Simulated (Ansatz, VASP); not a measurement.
## Sn: VASP beside Ansatz

Contents of POSCAR:

```
Sn
1.0
    0.0000000000      2.8916464441      4.0887880720
    2.8916464441      0.0000000000      4.0887880720
    2.8916464441      2.8916464441      0.0000000000
Sn
2
Direct
    0.5000000000      0.5000000000      0.5000000000
    0.7500000000      0.7500000000      0.7500000000
```

The input INCAR.step1:

```
SYSTEM = Sn
PREC = Accurate ; ENCUT = 520
ISMEAR = 0 ; SIGMA = 0.15
LREAL = .FALSE. ; LASPH = .TRUE.
NELM = 100 ; NBANDS = 21
GGA = PE ; ALGO = Normal
EDIFF = 1E-4 ; LWAVE = .TRUE.
LCHARG = .FALSE.
```

INCAR.step2

```
SYSTEM = Sn
PREC = Accurate ; ENCUT = 520
EDIFF = 1E-6 ; ISMEAR = 0
SIGMA = 0.15 ; LREAL = .FALSE.
LASPH = .TRUE. ; NELM = 100
ALGO = Normal ; ISIF = 2
LWAVE = .FALSE. ; LCHARG = .FALSE.
METAGGA = R2SCAN ; LMIXTAU = .TRUE.
NBANDS = 21 ; ISTART = 1
```

KPOINTS

```
Automatic mesh
0
G
  10 10 10
  0 0 0
```

Input for Ansatz:

```yaml
crystal:
  lattice:
    - [0.0, 2.8916464441, 4.088788072]
    - [2.8916464441, 0.0, 4.088788072]
    - [2.8916464441, 2.8916464441, 0.0]
  atoms:
    - { symbol: Sn, position: [0.5, 0.5, 0.5] }
    - { symbol: Sn, position: [0.75, 0.75, 0.75] }
basis:
  ecutwfc: 500
kpoints:
  mp_grid: { grid: [10, 10, 10] }
hamiltonian:
  xc: r2scan
scf:
  occupations: { method: gaussian, width: 0.15 }
output:
  forces: true
  stress: true
  eigenvalues: true
```

Alike in both runs: task single point; functional r2SCAN; k mesh 10 × 10 × 10; occupations gaussian, width 0.15 eV; no spin polarisation.

|  | VASP | Ansatz |
| --- | --- | --- |
| version | VASP 6.6.1 | Ansatz 0.2.0 |
| potentials or method | VASP PAW PBE potentials, release 64 (Sn_d), cutoff 520 eV | scalar-relativistic, plane waves, PAW |
| valence electrons in the cell | 28 | 28 |

```csv
,VASP,Ansatz,Ansatz less VASP
gap on the k mesh at the Fermi level (eV),none,none,-
pressure (GPa),1.1,1.2,+0.04
"traceless stress, the component that is largest in VASP (GPa)",-5.77,-5.77,-0.010
```

VASP's potentials were made for PBE, not for r2SCAN. A gap of «none» marks a metal or a gap that the smearing closes.
